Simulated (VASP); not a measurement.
MgO (Periclase): single point with r2SCAN

The system is MgO (Periclase).

```
Mg O
1.0
     0.00000    2.21379    2.10217
     2.10217    0.00000    2.10217
     2.10217    2.21379    0.00000
Mg O
1 1
Direct
  0.00000 0.00000 0.00000
  0.50000 0.50000 0.50000
```

This cell differs from its parent crystal: uniaxial y strain +5.3%.

```yaml
Program: VASP 6.6.1
Task: single point
Functional: r2SCAN
Potentials_or_basis: VASP PAW PBE potentials, release 64 (Mg, O)
Cutoff: 520 eV
k_mesh: 10 × 10 × 10
Occupations: gaussian, width 0.01 eV
Spin: no spin polarisation
```

| Item | Value |
| --- | --- |
| Pressure | -8.1 GPa |
| Band gap on the k mesh | 5.07 eV, direct |

Stress tensor (GPa, compression positive):
```
 -5.64   0.00   0.00
  0.00 -12.97   0.00
  0.00   0.00  -5.64
```

Levels at points of the mesh, in eV from the valence-band top:
| k point | band 1 | band 2 | band 3 | band 4 | band 5 | band 6 | band 7 | band 8 |
| --- | --- | --- | --- | --- | --- | --- | --- | --- |
| (0.00, 0.00, 0.00) | -18.04 | -0.11 | -0.11 | 0.00 | 5.07 | 16.17 | 16.70 | 16.70 |
| (0.50, 0.00, 0.00) | -16.90 | -4.48 | -0.75 | -0.64 | 8.41 | 13.17 | 16.37 | 17.47 |
| (0.50, 0.50, 0.00) | -16.63 | -3.93 | -1.61 | -1.28 | 9.75 | 10.48 | 13.94 | 18.89 |
| (0.50, 0.00, 0.50) | -16.76 | -4.08 | -1.24 | -1.24 | 10.26 | 10.56 | 13.25 | 20.00 |

It took 2.3 min on 1 thread of AMD EPYC 7R43 64-Core Processor (Zen 3) (shared host), peak memory 0.12 GiB.

Caveat: the cell differs from its parent crystal (uniaxial y strain +5.3%); the PAW data sets were made with another functional, which shifts forces and pressure a little.
